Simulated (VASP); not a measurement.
Here is a VASP 6.6.1 calculation.

Contents of INCAR:

```
SYSTEM = Pt
  ALGO = Fast
  EDIFF = 1E-7
  ENCUT = 520
  GGA = PS
  ISIF = 2
  ISMEAR = -1
  LASPH = .True.
  LCHARG = .False.
  LREAL = .False.
  LWAVE = .False.
  NBANDS = 11
  NELM = 80
  PREC = Accurate
  SIGMA = 0.05
```

File KPOINTS:

```
k-points
0
Gamma
  12 12 12
  0 0 0
```

Contents of POSCAR:

```
Pt
1.0
   -1.5602942148      1.5602942148      1.5602942148
    1.5602942148     -1.5602942148      1.5602942148
    1.5602942148      1.5602942148     -1.5602942148
Pt
1
Direct
    0.0000000000      0.0000000000      0.0000000000
```

Potentials or basis: VASP PAW PBE potentials, release 64 (Pt).

The run is started by

```bash
$ cat potpaw_PBE.64/Pt/POTCAR > POTCAR
$ mpirun -np 1 vasp_std > vasp.out
```

(1) What does it give for the pressure?

(2) Predict the band gap on the k mesh.

Results:

(1) -0.3 GPa.

(2) zero (band 5 reaches 11.83 eV, above the bottom of band 6 at 9.52 eV).

Caveat: the PAW data sets were made with another functional, which shifts forces and pressure a little; spin-orbit coupling is left out, which moves the levels of the heavy elements.
